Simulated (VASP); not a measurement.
# P2O (antifluorite type) (Fm-3m) in VASP: a series of runs, part 2 of 2

VASP 6.6.1.

## 4. Single point, PBE

This run uses another cell than the first one, of 12.80 Å³/atom.

The input, INCAR:

```
SYSTEM = P2O
PREC = Accurate ; ENCUT = 520
EDIFF = 1E-7 ; ISMEAR = -1
SIGMA = 0.06122561905347299 ; LREAL = .False.
LASPH = .True. ; NELM = 60
ALGO = Normal ; ISIF = 2
LWAVE = .False. ; LCHARG = .True.
GGA = PE ; LELF = .True.
LVHAR = .True. ; NBANDS = 15
```

The input, KPOINTS:

```
Automatic mesh
0
Gamma
  18 18 18
  0 0 0
```

The input, POSCAR:

```
P2O
1.0
    0.0000000000      2.6780461611      2.6780461611
    2.6780461611      0.0000000000      2.6780461611
    2.6780461611      2.6780461611      0.0000000000
P O
2 1
Direct
    0.2500000000      0.2500000000      0.2500000000
    0.7500000000      0.7500000000      0.7500000000
    0.0000000000      0.0000000000      0.0000000000
```

Potentials or basis: VASP PAW PBE potentials, release 64 (P, O).

Command:

```console
cat potpaw_PBE.64/P/POTCAR potpaw_PBE.64/O/POTCAR > POTCAR
mpirun -np 1 vasp_std > vasp.out
```

OUTCAR:

```text
SYSTEM = P2O
   PREC = Accurate
   ENCUT = 520
   EDIFF = 1E-7
   ISMEAR = -1
   LREAL = .False.
   LASPH = .True.
   NELM = 60
   ISIF = 2
   GGA = PE

 ion  position               nearest neighbor table
   1  0.250  0.250  0.250-   3 2.32   3 2.32   3 2.32   3 2.32   2 2.68   2 2.68   2 2.68   2 2.68
                             2 2.68   2 2.68
   2  0.750  0.750  0.750-   3 2.32   3 2.32   3 2.32   3 2.32   1 2.68   1 2.68   1 2.68   1 2.68
                             1 2.68   1 2.68
   3  0.000  0.000  0.000-   1 2.32   2 2.32   2 2.32   2 2.32   2 2.32   1 2.32   1 2.32   1 2.32

  LATTYP: Found a face centered cubic cell.
 ALAT       =     5.3560923222

  Lattice vectors:

 A1 = (   0.0000000000,   2.6780461611,   2.6780461611)
 A2 = (   2.6780461611,   0.0000000000,   2.6780461611)
 A3 = (   2.6780461611,   2.6780461611,   0.0000000000)

Analysis of symmetry for initial positions (statically):
=====================================================================
 Subroutine PRICEL returns:
 Original cell was already a primitive cell.

 Routine SETGRP: Setting up the symmetry group for a
 face centered cubic supercell.

 Subroutine GETGRP returns: Found 48 space group operations
 (whereof 48 operations were pure point group operations)
 out of a pool of 48 trial point group operations.

The static configuration has the point symmetry O_h .

Analysis of symmetry for dynamics (positions and initial velocities):
=====================================================================
 Subroutine PRICEL returns:
 Original cell was already a primitive cell.

 Routine SETGRP: Setting up the symmetry group for a
 face centered cubic supercell.

 Subroutine GETGRP returns: Found 48 space group operations
 (whereof 48 operations were pure point group operations)
 out of a pool of 48 trial point group operations.

The dynamic configuration has the point symmetry O_h .

 Subroutine INISYM returns: Found 48 space group operations
 (whereof 48 operations are pure point group operations),
 and found     1 'primitive' translations

----------------------------------------------------------------------------------------

                                     Primitive cell

  volume of cell :      38.4135

  direct lattice vectors                    reciprocal lattice vectors
     0.000000000  2.678046161  2.678046161    -0.186703279  0.186703279  0.186703279
     2.678046161  0.000000000  2.678046161     0.186703279 -0.186703279  0.186703279
     2.678046161  2.678046161  0.000000000     0.186703279  0.186703279 -0.186703279

  length of vectors
     3.787329202  3.787329202  3.787329202     0.323379565  0.323379565  0.323379565

  position of ions in fractional coordinates (direct lattice)
     0.250000000  0.250000000  0.250000000
     0.750000000  0.750000000  0.750000000
     0.000000000  0.000000000  0.000000000

  ion indices of the primitive-cell ions
   primitive index   ion index
                 1           1
                 2           2
                 3           3

----------------------------------------------------------------------------------------

 KPOINTS: Automatic mesh

Automatic generation of k-mesh.
 Grid dimensions read from file:
 generate k-points for:   18   18   18

[... 24 lines left out ...]
  0.222222  0.000000  0.000000      8.000000
  0.277778  0.000000  0.000000      8.000000
[... 16 lines left out ...]
 -0.277778  0.055556  0.000000     24.000000
 -0.222222  0.055556  0.000000     24.000000
 [... further k-points ...]
   k-points           NKPTS =    195   k-points in BZ     NKDIM =    195   number of bands    NBANDS=     15
   number of dos      NEDOS =    301   number of ions     NIONS =      3
   total plane-waves  NPLWV =  21952
   dimension x,y,z NGX =    28 NGY =   28 NGZ =   28
   dimension x,y,z NGXF=    56 NGYF=   56 NGZF=   56
   ions per type =               2   1
   NGX,Y,Z   is equivalent  to a cutoff of  12.29, 12.29, 12.29 a.u.
   NGXF,Y,Z  is equivalent  to a cutoff of  24.58, 24.58, 24.58 a.u.
 SYSTEM =  P2O
   PREC   = accura    normal or accurate (medium, high low for compatibility)
   ISTART =      0    job   : 0-new  1-cont  2-samecut
   ICHARG =      2    charge: 1-file 2-atom 10-const
   ISPIN  =      1    spin polarized calculation?
   LNONCOLLINEAR =      F non collinear calculations
   LSORBIT =      F    spin-orbit coupling
   LASPH  =      T    aspherical Exc in radial PAW
   ENCUT  =  520.0 eV  38.22 Ry    6.18 a.u.   7.04  7.04  7.04*2*pi/ulx,y,z
   NELM   =     60;   NELMIN=  2; NELMDL= -5     # of ELM steps
   EDIFF  = 0.1E-06   stopping-criterion for ELM
   LREAL  =      F    real-space projection
   EDIFFG = 0.1E-05   stopping-criterion for IOM
   NSW    =      0    number of steps for IOM
   IBRION =     -1    ionic relax: 0-MD 1-quasi-New 2-CG
   NFREE  =      0    steps in history (QN), initial steepest desc. (CG)
   ISIF   =      2    stress and relaxation
   ISYM   =      2    0-nonsym 1-usesym 2-fastsym
   POTIM  = 0.5000    time-step for ionic-motion
   TEBEG  =    0.0;   TEEND  =   0.0 temperature during run
   PSTRESS=    0.0 pullay stress
   NELECT =      16.0000    total number of electrons
   NUPDOWN=      -1.0000    fix difference up-down
   EMIN   =  10.00;   EMAX   =-10.00  energy-range for DOS
   EFERMI =   0.00;   METHOD = LEGACY
   ISMEAR =    -1;   SIGMA  =   0.06  broadening in eV -4-tet -1-fermi 0-gaus
   EFERMI_NEDOS =   21; number of points for ismear=-14 and -15
   IALGO  =     38    algorithm
   IMIX   =      4    mixing-type and parameters
     AMIX     =   0.40;   BMIX     =  1.00
     AMIX_MAG =   1.60;   BMIX_MAG =  1.00
  volume/ion in A,a.u.               =      12.80        86.41
  Fermi-wavevector in a.u.,A,eV,Ry     =   1.222607  2.310392 20.337541  1.494767
  Thomas-Fermi vector in A             =   2.357747
   LORBIT       =      0    0 simple, 1 ext, 2 COOP (PROOUT), +10 PAW based schemes
   GGA     = PE    functional components
   LHFCALC =     F    Hartree Fock is set to
   AEXX    =    0.0000 exact exchange contribution
   IVDW    =     0    specifies the selected vdW correction
   LEPSILON=     F    determine dielectric tensor
   LRPA    =     F    only Hartree local field effects (RPA)
 non-spin polarized calculation
  energy-cutoff  :      520.00
  volume of cell :       38.41
 maximum number of plane-waves:      1056
   NGX = 15   NGY = 15   NGZ = 15

 number of electron      16.0000001 magnetization

 Free energy of the ion-electron system (eV)
  ---------------------------------------------------
  ext. energy  EPLUGINS =         0.00000000
  ---------------------------------------------------
  free energy    TOTEN  =       -12.85275030 eV

  energy without entropy =      -12.83104504  energy(sigma->0) =      -12.84189767

 E-fermi :   7.9372     XC(G=0): -11.2861

 val. band max:        7.9352368454   @ k =   0.1667   0.1667   0.0000
 cond. band min:       7.9515360898   @ k =   0.3889   0.2778   0.0556
 fundamental gap:      0.0162992444
 Fermi energy:         7.9371937718

 k-point     1 :       0.0000    0.0000    0.0000
  band No.  band energies     occupation
      1     -12.1370      2.00000
      2      -3.2614      2.00000
      3       3.0467      2.00000
      4       3.0467      2.00000
      5       3.0467      2.00000
      6       3.1715      2.00000
      7       5.4332      2.00000
      8       5.4332      2.00000
      9       5.4332      2.00000
     10      11.5263      0.00000
     11      11.5263      0.00000
     12      11.5263      0.00000
     13      14.2424      0.00000
     14      14.2424      0.00000
[... 401 lines left out ...]
      2      -3.7270      2.00000
      3      -0.0047      2.00000
      4       2.4124      2.00000
      5       2.6243      2.00000
      6       4.2248      2.00000
      7       6.1873      2.00000
      8       6.4157      2.00000
      9       8.3864      0.00130
     10       9.5737      0.00000
     11      10.1323      0.00000
     12      11.5262      0.00000
     13      16.4650      0.00000
     14      17.4091      0.00000
     15      18.0608      0.00000

 [... further k-points ...]
[... 5 lines left out ...]
  --------------------------------------------------------------------------------------
  -------------------------------------------------------------------------------------
  Total        1.0195086      1.0195086      1.0195086      0.0000000     -0.0000000     -0.0000000
  in kB       42.5223546     42.5223546     42.5223546      0.0000000     -0.0000000     -0.0000000
  external PRESSURE =      42.5223546 kB  Pullay stress =       0.0000000 kB

 VOLUME and BASIS-vectors are now :
 -----------------------------------------------------------------------------
  energy-cutoff  :      520.00
  volume of cell :       38.41
      direct lattice vectors                 reciprocal lattice vectors
     0.000000000  2.678046161  2.678046161    -0.186703279  0.186703279  0.186703279
     2.678046161  0.000000000  2.678046161     0.186703279 -0.186703279  0.186703279
     2.678046161  2.678046161  0.000000000     0.186703279  0.186703279 -0.186703279

 POSITION                                       TOTAL-FORCE (eV/Angst)
 -----------------------------------------------------------------------------------
      1.33902      1.33902      1.33902         0.000000      0.000000      0.000000
      4.01707      4.01707      4.01707        -0.000000     -0.000000     -0.000000
      0.00000      0.00000      0.00000        -0.000000     -0.000000      0.000000
 -----------------------------------------------------------------------------------
    total drift:                               -0.000000     -0.000000      0.000000

  FREE ENERGIE OF THE ION-ELECTRON SYSTEM (eV)
  ---------------------------------------------------
  free  energy   TOTEN  =       -12.8527503046 eV

  energy  without entropy=      -12.8310450396  energy(sigma->0) =      -12.84189767
```

OSZICAR:

```text
N       E                     dE             d eps       ncg     rms          rms(c)
DAV:   1     0.409159675682E+02    0.40916E+02   -0.70565E+03  5850   0.957E+02
DAV:   2    -0.120857844185E+02   -0.53002E+02   -0.47489E+02  7638   0.159E+02
DAV:   3    -0.140437867470E+02   -0.19580E+01   -0.19304E+01  7418   0.296E+01
DAV:   4    -0.140554301795E+02   -0.11643E-01   -0.11637E-01  7530   0.263E+00
DAV:   5    -0.140555628542E+02   -0.13267E-03   -0.13266E-03  7677   0.273E-01    0.871E+00
DAV:   6    -0.135438024138E+02    0.51176E+00   -0.60727E+00  6193   0.261E+01    0.774E+00
DAV:   7    -0.128516246729E+02    0.69218E+00   -0.14201E+00  6843   0.112E+01    0.318E+00
DAV:   8    -0.128520253997E+02   -0.40073E-03   -0.20248E-01  7075   0.337E+00    0.695E-01
DAV:   9    -0.128531487456E+02   -0.11233E-02   -0.64134E-03  7635   0.564E-01    0.151E-01
DAV:  10    -0.128532646579E+02   -0.11591E-03   -0.20688E-03  7324   0.441E-01    0.171E-01
DAV:  11    -0.128527564169E+02    0.50824E-03   -0.88507E-04  7568   0.328E-01    0.471E-02
DAV:  12    -0.128527494706E+02    0.69463E-05   -0.10684E-04  7103   0.822E-02    0.921E-03
DAV:  13    -0.128527502896E+02   -0.81900E-06   -0.77962E-06  7460   0.203E-02    0.233E-03
DAV:  14    -0.128527503046E+02   -0.15001E-07   -0.25630E-07  7178   0.383E-03
   1 F= -.12852750E+02 E0= -.12841898E+02  d E =-.217053E-01
```

Wall time 55 s (1 thread of AMD EPYC 9R45 (Zen 5), shared host); peak memory 0.19 GiB.

Results:

- Free energy: -12.8528 eV
- Pressure: 4.3 GPa
- Band gap on the k mesh: zero (bands 8 and 9 overlap by 3.35 eV)

Levels at points of the mesh, in eV from the Fermi level:
```tsv
k point	band 6	band 7	band 8	band 9	band 10	band 11
(0.00, 0.00, 0.00)	-4.77	-2.50	-2.50	-2.50	3.59	3.59
(0.50, 0.00, 0.00)	-1.54	-1.52	-1.52	0.73	2.14	2.14
(0.50, 0.50, 0.00)	-5.11	-1.04	0.85	0.85	4.83	4.83
```

Caveat: the cell stands under pressure.

The gap in the log of VASP goes by the Fermi energy; the results here count the filled bands.